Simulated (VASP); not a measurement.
# WF3 (P4mm) in VASP: single point with PBE

Aim: the single point of WF3 with PBE.

All numbers are computed with VASP 6.6.1; they aren't measurements. Logs are shortened: lines on timing, memory, paths and dates and some standing lists are left out, and cuts for length are marked.

### 1 The cell of the first run

It takes space group P4mm (No. 99, tetragonal). The conventional cell has a = 2.985 Å, b = 2.985 Å, c = 6.697 Å, α = 90.00°, β = 90.00°, γ = 90.00°. Within 2.6 Å of W (site symmetry 4mm) lie 9 F at 1.87 to 2.58 Å. F (site symmetry 4mm) has 1 W at 1.87 Å and 4 F at 2.36 Å within 2.5 Å. F (site symmetry 4mm) has 5 F at 2.30 to 2.98 Å and 4 W at 2.58 Å within 3.0 Å. Within 3.0 Å of F (site symmetry 4mm) lie 4 W at 2.26 Å and 9 F at 2.30 to 2.98 Å.

The cell was generated, and may not be a known phase.

### 2 Single point, PBE

Input file INCAR:

```
PREC = Accurate
ENCUT = 600
EDIFF = 1E-6
ISMEAR = 0
SIGMA = 0.2
LREAL = False
LASPH = True
NELM = 120
ALGO = Normal
ISIF = 2
LWAVE = False
LCHARG = False
GGA = PE
NBANDS = 26
GGA_COMPAT = False
```

Input file KPOINTS:

```
regular mesh
0
Gamma
  7 7 3
```

Input file POSCAR:

```
WF3
1.0
    2.9845483966      0.0000000000      0.0000000000
    0.0000000000      2.9845483966      0.0000000000
    0.0000000000      0.0000000000      6.6965887857
W F
1 3
Direct
    0.5000000000      0.5000000000      0.3757347713
    0.5000000000      0.5000000000      0.6543221333
    0.0000000000      0.0000000000      0.1540892888
    0.0000000000      0.0000000000      0.4973295166
```

Potentials or basis: VASP PAW PBE potentials, release 64 (W_sv, F).

Run with:

```
cat potpaw_PBE.64/W_sv/POTCAR potpaw_PBE.64/F/POTCAR > POTCAR
mpirun -np 1 vasp_std > vasp.out
```

OUTCAR:

```text
PREC = Accurate
   ENCUT = 600
   EDIFF = 1E-6
   ISMEAR = 0
   LREAL = False
   LASPH = True
   NELM = 120
   ISIF = 2
   GGA = PE

 ion  position               nearest neighbor table
   1  0.500  0.500  0.376-   2 1.87   4 2.26   4 2.26   4 2.26   4 2.26   3 2.58   3 2.58   3 2.58
                             3 2.58
   2  0.500  0.500  0.654-   1 1.87
   3  0.000  0.000  0.154-   1 2.58   1 2.58   1 2.58   1 2.58
   4  0.000  0.000  0.497-   1 2.26   1 2.26   1 2.26   1 2.26

  LATTYP: Found a simple tetragonal cell.
 ALAT       =     2.9845483966
 C/A-ratio  =     2.2437527880

  Lattice vectors:

 A1 = (   2.9845483966,   0.0000000000,   0.0000000000)
 A2 = (   0.0000000000,   2.9845483966,   0.0000000000)
 A3 = (   0.0000000000,   0.0000000000,   6.6965887857)

Analysis of symmetry for initial positions (statically):
=====================================================================
 Subroutine PRICEL returns:
 Original cell was already a primitive cell.

 Routine SETGRP: Setting up the symmetry group for a
 simple tetragonal supercell.

 Subroutine GETGRP returns: Found  8 space group operations
 (whereof  8 operations were pure point group operations)
 out of a pool of 16 trial point group operations.

The static configuration has the point symmetry C_4v.

Analysis of symmetry for dynamics (positions and initial velocities):
=====================================================================
 Subroutine PRICEL returns:
 Original cell was already a primitive cell.

 Routine SETGRP: Setting up the symmetry group for a
 simple tetragonal supercell.

 Subroutine GETGRP returns: Found  8 space group operations
 (whereof  8 operations were pure point group operations)
 out of a pool of 16 trial point group operations.

The dynamic configuration has the point symmetry C_4v.

 Subroutine INISYM returns: Found  8 space group operations
 (whereof  8 operations are pure point group operations),
 and found     1 'primitive' translations

----------------------------------------------------------------------------------------

                                     Primitive cell

  volume of cell :      59.6501

  direct lattice vectors                    reciprocal lattice vectors
     2.984548397  0.000000000  0.000000000     0.335059067  0.000000000  0.000000000
     0.000000000  2.984548397  0.000000000     0.000000000  0.335059067  0.000000000
     0.000000000  0.000000000  6.696588786     0.000000000  0.000000000  0.149329761

  length of vectors
     2.984548397  2.984548397  6.696588786     0.335059067  0.335059067  0.149329761

  position of ions in fractional coordinates (direct lattice)
     0.500000000  0.500000000  0.375734771
     0.500000000  0.500000000  0.654322133
     0.000000000  0.000000000  0.154089289
     0.000000000  0.000000000  0.497329517

  ion indices of the primitive-cell ions
   primitive index   ion index
                 1           1
                 2           2
                 3           3
                 4           4

----------------------------------------------------------------------------------------

 KPOINTS: regular mesh

Automatic generation of k-mesh.
 Grid dimensions read from file:
 generate k-points for:    7    7    3

 Generating k-lattice:

  Cartesian coordinates                     Fractional coordinates (reciprocal lattice)
     0.047865581  0.000000000  0.000000000     0.142857143  0.000000000  0.000000000
     0.000000000  0.047865581  0.000000000     0.000000000  0.142857143  0.000000000
     0.000000000  0.000000000  0.049776587     0.000000000  0.000000000  0.333333333

  Length of vectors
     0.047865581  0.047865581  0.049776587

  Shift w.r.t. Gamma in fractional coordinates (k-lattice)
     0.000000000  0.000000000  0.000000000

 Subroutine IBZKPT returns following result:
 ===========================================

 Found     20 irreducible k-points:

 Following reciprocal coordinates:
            Coordinates               Weight
  0.000000  0.000000  0.000000      1.000000
  0.142857  0.000000  0.000000      4.000000
  0.285714  0.000000  0.000000      4.000000
  0.428571  0.000000  0.000000      4.000000
  0.142857  0.142857  0.000000      4.000000
  0.285714  0.142857  0.000000      8.000000
[... 12 lines left out ...]
  0.428571  0.285714  0.333333     16.000000
  0.428571  0.428571  0.333333      8.000000
   k-points           NKPTS =     20   k-points in BZ     NKDIM =     20   number of bands    NBANDS=     26
   number of dos      NEDOS =    301   number of ions     NIONS =      4
   total plane-waves  NPLWV =  31104
   dimension x,y,z NGX =    24 NGY =   24 NGZ =   54
   dimension x,y,z NGXF=    48 NGYF=   48 NGZF=  108
   ions per type =               1   3
   NGX,Y,Z   is equivalent  to a cutoff of  13.37, 13.37, 13.41 a.u.
   NGXF,Y,Z  is equivalent  to a cutoff of  26.74, 26.74, 26.81 a.u.
 SYSTEM =  unknown system
   PREC   = accura    normal or accurate (medium, high low for compatibility)
   ISTART =      0    job   : 0-new  1-cont  2-samecut
   ICHARG =      2    charge: 1-file 2-atom 10-const
   ISPIN  =      1    spin polarized calculation?
   LNONCOLLINEAR =      F non collinear calculations
   LSORBIT =      F    spin-orbit coupling
   LASPH  =      T    aspherical Exc in radial PAW
   ENCUT  =  600.0 eV  44.10 Ry    6.64 a.u.   5.96  5.96 13.37*2*pi/ulx,y,z
   NELM   =    120;   NELMIN=  2; NELMDL= -5     # of ELM steps
   EDIFF  = 0.1E-05   stopping-criterion for ELM
   LREAL  =      F    real-space projection
   EDIFFG = 0.1E-04   stopping-criterion for IOM
   NSW    =      0    number of steps for IOM
   IBRION =     -1    ionic relax: 0-MD 1-quasi-New 2-CG
   NFREE  =      0    steps in history (QN), initial steepest desc. (CG)
   ISIF   =      2    stress and relaxation
   ISYM   =      2    0-nonsym 1-usesym 2-fastsym
   POTIM  = 0.5000    time-step for ionic-motion
   TEBEG  =    0.0;   TEEND  =   0.0 temperature during run
   PSTRESS=    0.0 pullay stress
   NELECT =      35.0000    total number of electrons
   NUPDOWN=      -1.0000    fix difference up-down
   EMIN   =  10.00;   EMAX   =-10.00  energy-range for DOS
   EFERMI =   0.00;   METHOD = LEGACY
   ISMEAR =     0;   SIGMA  =   0.20  broadening in eV -4-tet -1-fermi 0-gaus
   EFERMI_NEDOS =   21; number of points for ismear=-14 and -15
   IALGO  =     38    algorithm
   IMIX   =      4    mixing-type and parameters
     AMIX     =   0.40;   BMIX     =  1.00
     AMIX_MAG =   1.60;   BMIX_MAG =  1.00
  volume/ion in A,a.u.               =      14.91       100.63
  Fermi-wavevector in a.u.,A,eV,Ry     =   1.370547  2.589958 25.557165  1.878399
  Thomas-Fermi vector in A             =   2.496323
   LORBIT       =      0    0 simple, 1 ext, 2 COOP (PROOUT), +10 PAW based schemes
   GGA     = PE    functional components
   LHFCALC =     F    Hartree Fock is set to
   AEXX    =    0.0000 exact exchange contribution
   IVDW    =     0    specifies the selected vdW correction
   LEPSILON=     F    determine dielectric tensor
   LRPA    =     F    only Hartree local field effects (RPA)
 non-spin polarized calculation
 Gauss-broadening in eV      SIGMA  =   0.20
  energy-cutoff  :      600.00
  volume of cell :       59.65
 maximum number of plane-waves:      2009
 NGX is ok and might be reduce to    24
   NGX = 11   NGY = 11   NGZ = 27

 number of electron      34.9999999 magnetization

 Free energy of the ion-electron system (eV)
  ---------------------------------------------------
  ext. energy  EPLUGINS =         0.00000000
  ---------------------------------------------------
  free energy    TOTEN  =       -22.57388753 eV

  energy without entropy =      -22.49871431  energy(sigma->0) =      -22.53630092

 E-fermi :   2.7530     XC(G=0):  -9.3008

 val. band max:        2.7443919234   @ k =   0.2857   0.1429   0.3333
 cond. band min:       2.7552726105   @ k =   0.2857   0.2857   0.3333
 fundamental gap:      0.0108806871
 Fermi energy:         2.7530196309

 k-point     1 :       0.0000    0.0000    0.0000
  band No.  band energies     occupation
      1     -73.5445      2.00000
      2     -37.9827      2.00000
      3     -37.4155      2.00000
      4     -37.4155      2.00000
      5     -23.8219      2.00000
      6     -21.4555      2.00000
[... 18 lines left out ...]
     25      15.3706      0.00000
     26      16.9170      0.00000

 k-point     2 :       0.1429    0.0000    0.0000
  band No.  band energies     occupation
      1     -73.5409      2.00000
      2     -37.9733      2.00000
      3     -37.4978      2.00000
      4     -37.4081      2.00000
      5     -23.7310      2.00000
      6     -21.4646      2.00000
[... 18 lines left out ...]
     25      15.9046      0.00000
     26      17.1652      0.00000

 k-point     3 :       0.2857    0.0000    0.0000
  band No.  band energies     occupation
      1     -73.5328      2.00000
      2     -37.9522      2.00000
      3     -37.6789      2.00000
      4     -37.3914      2.00000
      5     -23.5209      2.00000
      6     -21.4976      2.00000
[... 18 lines left out ...]
     25      15.0780      0.00000
     26      15.8632      0.00000

 k-point     4 :       0.4286    0.0000    0.0000
  band No.  band energies     occupation
      1     -73.5263      2.00000
      2     -37.9347      2.00000
      3     -37.8206      2.00000
      4     -37.3780      2.00000
      5     -23.3432      2.00000
      6     -21.5392      2.00000
[... 18 lines left out ...]
     25      13.8225      0.00000
     26      14.8019      0.00000
[... 380 lines left out ...]
      1     -73.5213      2.00000
      2     -37.9253      2.00000
      3     -37.6492      2.00000
      4     -37.6248      2.00000
      5     -23.4470      2.00000
      6     -21.4815      2.00000
[... 18 lines left out ...]
     25      14.9653      0.00000
     26      16.1303      0.00000

 k-point    19 :       0.4286    0.2857    0.3333
  band No.  band energies     occupation
      1     -73.5149      2.00000
      2     -37.9101      2.00000
      3     -37.7697      2.00000
      4     -37.6134      2.00000
      5     -23.4095      2.00000
      6     -21.4725      2.00000
[... 18 lines left out ...]
     25      14.4607      0.00000
     26      15.7137      0.00000

 k-point    20 :       0.4286    0.4286    0.3333
  band No.  band energies     occupation
      1     -73.5086      2.00000
      2     -37.8963      2.00000
      3     -37.7433      2.00000
      4     -37.7385      2.00000
      5     -23.4494      2.00000
      6     -21.4344      2.00000
[... 18 lines left out ...]
     25      14.1322      0.00000
     26      15.8780      0.00000

------------------------ aborting loop because EDIFF is reached ----------------------------------------

  FORCE on cell =-STRESS in cart. coord.  units (eV):
  Direction    XX          YY          ZZ          XY          YZ          ZX
  --------------------------------------------------------------------------------------
  -------------------------------------------------------------------------------------
  Total        0.2823731      0.2823731      0.6186932      0.0000000      0.0000000      0.0000000
  in kB        7.5844313      7.5844313     16.6178578      0.0000000      0.0000000      0.0000000
  external PRESSURE =      10.5955735 kB  Pullay stress =       0.0000000 kB

 VOLUME and BASIS-vectors are now :
 -----------------------------------------------------------------------------
  energy-cutoff  :      600.00
  volume of cell :       59.65
      direct lattice vectors                 reciprocal lattice vectors
     2.984548397  0.000000000  0.000000000     0.335059067  0.000000000  0.000000000
     0.000000000  2.984548397  0.000000000     0.000000000  0.335059067  0.000000000
     0.000000000  0.000000000  6.696588786     0.000000000  0.000000000  0.149329761

 POSITION                                       TOTAL-FORCE (eV/Angst)
 -----------------------------------------------------------------------------------
      1.49227      1.49227      2.51614         0.000000      0.000000     -0.451125
      1.49227      1.49227      4.38173        -0.000000      0.000000      0.413933
      0.00000      0.00000      1.03187        -0.000000     -0.000000     -0.017888
      0.00000      0.00000      3.33041        -0.000000      0.000000      0.055080
 -----------------------------------------------------------------------------------
    total drift:                                0.000000     -0.000000      0.001337

  FREE ENERGIE OF THE ION-ELECTRON SYSTEM (eV)
  ---------------------------------------------------
  free  energy   TOTEN  =       -22.5738875341 eV

  energy  without entropy=      -22.4987143090  energy(sigma->0) =      -22.53630092
```

Wall time 51 s (1 thread of Intel Xeon 8259CL, shared host); peak memory 0.19 GiB.

Results:

| Item | Value |
| --- | --- |
| Free energy | -22.5739 eV |
| Pressure | 1.1 GPa |
| Largest force | 0.451 eV/Å |
| Band gap on the k mesh | zero (an odd number of electrons rules out a gap without spin polarisation) |

Forces in eV/Å, atoms in the order of the input:
```
W    0.000  0.000 -0.451
F    0.000  0.000  0.414
F    0.000  0.000 -0.018
F    0.000  0.000  0.055
```

Caveat: spin-orbit coupling is left out, which moves the levels of the heavy elements; an odd number of electrons without spin polarisation forces a metal; a magnetic or distorted state may lie lower.
